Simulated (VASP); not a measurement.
SbMo (zincblende type), 2 atoms in the cell. It takes space group F-43m (No. 216, cubic). Conventional cell: a = 5.237 Å, b = 5.237 Å, c = 5.237 Å, α = 90.00°, β = 90.00°, γ = 90.00°. Mo (site symmetry -43m) has 4 Sb at 2.27 Å within 3.0 Å. Within 3.0 Å of Sb (site symmetry -43m) lie 4 Mo at 2.27 Å. 

| Property | Result |
| --- | --- |
| Program | VASP 6.6.1 |
| Task | single point |
| Functional | PBEsol |
| Potentials or basis | VASP PAW PBE potentials, release 64 (Mo_sv, Sb) |
| Cutoff | 520 eV |
| k mesh | 12 × 12 × 12 |
| Occupations | fermi-dirac, width 0.08 eV |
| Spin | no spin polarisation |
| Dipole correction | no |
| Further INCAR settings | ALGO = Normal; EDIFF = 1e-07; NBANDS = 16 |

Potentials or basis: VASP PAW PBE potentials, release 64 (Mo_sv, Sb).

Run with:

```sh
$ cat potpaw_PBE.64/Mo_sv/POTCAR potpaw_PBE.64/Sb/POTCAR > POTCAR
$ mpirun -np 1 vasp_std > vasp.out
```

Hardware: 1 thread of Intel(R) Xeon(R) Platinum 8259CL CPU @ 2.50GHz (Skylake/Cascade Lake), on a shared host.

Question: How long does it take, and how much memory?

Answer: It took 43 s on 1 thread of Intel(R) Xeon(R) Platinum 8259CL CPU @ 2.50GHz (Skylake/Cascade Lake), on a shared host, peak memory 0.18 GiB. Counts: scf iterations 14, k points 72.
